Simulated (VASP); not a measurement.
Write the native input for VASP 6.6.1 that does the following.

```
Task                   : single point
Functional             : PBEsol
Potentials or basis    : VASP PAW PBE potentials, release 64 (Hg, Sb)
Cutoff                 : 520 eV
k mesh                 : 10 × 10 × 10
Occupations            : gaussian, width 0.05 eV
Spin                   : no spin polarisation
Dipole correction      : no
Further INCAR settings : ALGO = Normal; EDIFF = 1e-06; NBANDS = 16
```

The structure of HgSb lies in POSCAR:

```
HgSb
1.0
    0.0000000000      3.2015114781      3.2015114781
    3.2015114781      0.0000000000      3.2015114781
    3.2015114781      3.2015114781      0.0000000000
Hg Sb
1 1
Direct
    0.0000000000      0.0000000000      0.0000000000
    0.2375059014      0.2624940986      0.2624940986
```

This cell differs from its parent crystal: atom 2 (Sb) moved 0.08 Å along x.

One way to write it, as run:

INCAR

```
SYSTEM = HgSb
ALGO     = Normal         ! electronic algorithm
EDIFF    = 1E-6           ! SCF threshold, eV
ENCUT    = 520            ! plane-wave cutoff, eV
GGA      = PS             ! functional
ISIF     = 2              ! what is computed and relaxed
ISMEAR   = 0              ! smearing method
LASPH    = .True.         ! aspherical terms in the spheres
LCHARG   = .False.        ! write CHGCAR
LREAL    = .False.        ! projectors in reciprocal space
LWAVE    = .False.        ! write WAVECAR
NBANDS   = 16             ! bands
NELM     = 100            ! most SCF steps
PREC     = Accurate       ! precision mode
SIGMA    = 0.05           ! smearing width, eV
```

KPOINTS

```
k-points
0
Gamma
  10 10 10
  0 0 0
```

Potentials or basis: VASP PAW PBE potentials, release 64 (Hg, Sb).

Command:

```bash
$ cat potpaw_PBE.64/Hg/POTCAR potpaw_PBE.64/Sb/POTCAR > POTCAR
$ mpirun -np 1 vasp_std > vasp.out
```

It gave:

```
Pressure               : 0.2 GPa
Largest force          : 0.340 eV/Å
Band gap on the k mesh : zero (an odd number of electrons rules out a gap without spin polarisation)
```

Caveat: the cell differs from its parent crystal (atom 2 (Sb) moved 0.08 Å along x); the PAW data sets were made with another functional, which shifts forces and pressure a little; spin-orbit coupling is left out, which moves the levels of the heavy elements.

Run time: 56 s on 1 thread of Intel(R) Xeon(R) 6975P-C (Granite Rapids), with other jobs on the host, peak memory 0.34 GiB.
